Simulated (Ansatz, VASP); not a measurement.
**Two plane-wave programs on Zr3F2**

INCAR

```
SYSTEM = Zr3F2
PREC = Accurate ; ENCUT = 600
EDIFF = 1E-6 ; ISMEAR = 0
SIGMA = 0.1 ; LREAL = .False.
LASPH = .True. ; NELM = 100
ALGO = Normal ; ISIF = 3
LWAVE = .False. ; LCHARG = .False.
GGA = PE ; IBRION = 2
NSW = 100 ; EDIFFG = -0.01
```

KPOINTS

```
regular mesh
0
Gamma
  6 6 6
  0 0 0
```

The input POSCAR:

```
Zr3F2
1.0
    3.2777812599      1.8924278927      4.8131883600
   -3.2777812599      1.8924278927      4.8131883600
    0.0000000000     -3.7848557854      4.8131883600
Zr F
6 4
Direct
    0.1668959188      0.3331040812      0.7500000000
    0.7500000000      0.1668959188      0.3331040812
    0.3331040812      0.7500000000      0.1668959188
    0.8331040812      0.6668959188      0.2500000000
    0.2500000000      0.8331040812      0.6668959188
    0.6668959188      0.2500000000      0.8331040812
    0.8457762837      0.8457762837      0.8457762837
    0.6542237163      0.6542237163      0.6542237163
    0.1542237163      0.1542237163      0.1542237163
    0.3457762837      0.3457762837      0.3457762837
```

Input for Ansatz:

```yaml
crystal:
  lattice:
    - [3.2777812599, 1.8924278927, 4.81318836]
    - [-3.2777812599, 1.8924278927, 4.81318836]
    - [0.0, -3.7848557854, 4.81318836]
  atoms:
    - { symbol: Zr, position: [0.1668959188, 0.3331040812, 0.75] }
    - { symbol: Zr, position: [0.75, 0.1668959188, 0.3331040812] }
    - { symbol: Zr, position: [0.3331040812, 0.75, 0.1668959188] }
    - { symbol: Zr, position: [0.8331040812, 0.6668959188, 0.25] }
    - { symbol: Zr, position: [0.25, 0.8331040812, 0.6668959188] }
    - { symbol: Zr, position: [0.6668959188, 0.25, 0.8331040812] }
    - { symbol: F, position: [0.8457762837, 0.8457762837, 0.8457762837] }
    - { symbol: F, position: [0.6542237163, 0.6542237163, 0.6542237163] }
    - { symbol: F, position: [0.1542237163, 0.1542237163, 0.1542237163] }
    - { symbol: F, position: [0.3457762837, 0.3457762837, 0.3457762837] }
basis:
  ecutwfc: 420
kpoints:
  mp_grid: { grid: [6, 6, 6] }
hamiltonian:
  xc: pbe
scf:
  occupations: { method: gaussian, width: 0.1 }
output:
  forces: true
  stress: true
  eigenvalues: true
relax:
  adjacent_minimum: "off"
  f_tol: 0.01
  max_steps: 80
  cell: { stress_tol: 0.05 }
```

Alike in both runs: task relaxation of cell and atoms; functional PBE; k mesh 6 × 6 × 6; occupations gaussian, width 0.1 eV; no spin polarisation.

|  | VASP | Ansatz |
| --- | --- | --- |
| version | VASP 6.6.1 | Ansatz 0.2.0 |
| potentials or method | VASP PAW PBE potentials, release 64 (Zr_sv, F), cutoff 600 eV | scalar-relativistic, plane waves, PAW |
| valence electrons in the cell | 100 | 100 |

Ansatz gave:

- gap on the k mesh at the Fermi level, each at its own relaxed structure (eV): none
- relaxed volume (Å³/atom): 17.93
- relaxed length of the cell vector where the two differ most in proportion (Å): 6.123

Task: What did VASP give for the same quantities?

Result: gap on the k mesh at the Fermi level, each at its own relaxed structure (eV): none; relaxed volume (Å³/atom): 17.92; relaxed length of the cell vector where the two differ most in proportion (Å): 6.119.

A gap of «none» marks a metal or a gap that the smearing closes.
